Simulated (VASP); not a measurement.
Set up this calculation in VASP 6.6.1, as the native input.

```yaml
Task: single point
Functional: PBE
Dispersion: D3(BJ)
Potentials_or_basis: VASP PAW PBE potentials, release 64 (C)
Cutoff: 520 eV
k_mesh: 15 × 15 × 15
Occupations: gaussian, width 0.05 eV
Spin: no spin polarisation
Dipole_correction: no
Further_INCAR_settings: ALGO = Normal; EDIFF = 1e-07; NBANDS = 11
```

The structure of C lies in POSCAR:

```
C
1.0
    1.2324984681      0.7115833223      3.3613878357
   -1.2324984681      0.7115833223      3.3613878357
    0.0000000000     -1.4231666447      3.3613878357
C
2
Direct
    0.1736660774      0.1736660774      0.1736660774
    0.8263339226      0.8263339226      0.8263339226
```

This cell differs from its parent crystal: mode 4 frozen in at +0.071 Å and mode 6 at +0.000 Å (largest displacements).

These files were run (other wordings do the same):

INCAR

```
SYSTEM = C
ALGO = Normal
EDIFF = 1E-7
ENCUT = 520
GGA = PE
ISIF = 2
ISMEAR = 0
IVDW = 12
LASPH = .True.
LCHARG = .False.
LREAL = .False.
LWAVE = .False.
NBANDS = 11
NELM = 100
PREC = Accurate
SIGMA = 0.05
```

KPOINTS

```
k-points
0
Gamma
  15 15 15
  0 0 0
```

Potentials or basis: VASP PAW PBE potentials, release 64 (C).

Command:

```sh
$ cat potpaw_PBE.64/C/POTCAR > POTCAR
$ mpirun -np 1 vasp_std > vasp.out
```

Results of the run:

```
Pressure                   : -0.7 GPa
Largest force              : 2.366 eV/Å
Band gap on the k mesh     : 0.45 eV, direct
Dispersion energy per atom : -0.156 eV
```

Caveat: the cell differs from its parent crystal (mode 4 frozen in at +0.071 Å and mode 6 at +0.000 Å (largest displacements)); forces of over 1 eV/Å act on the atoms, so gaps and moduli don't describe the material at rest.

Wall time 40 s on 1 thread of Intel(R) Xeon(R) 6975P-C (Granite Rapids), with other jobs on the host, peak memory 0.19 GiB.
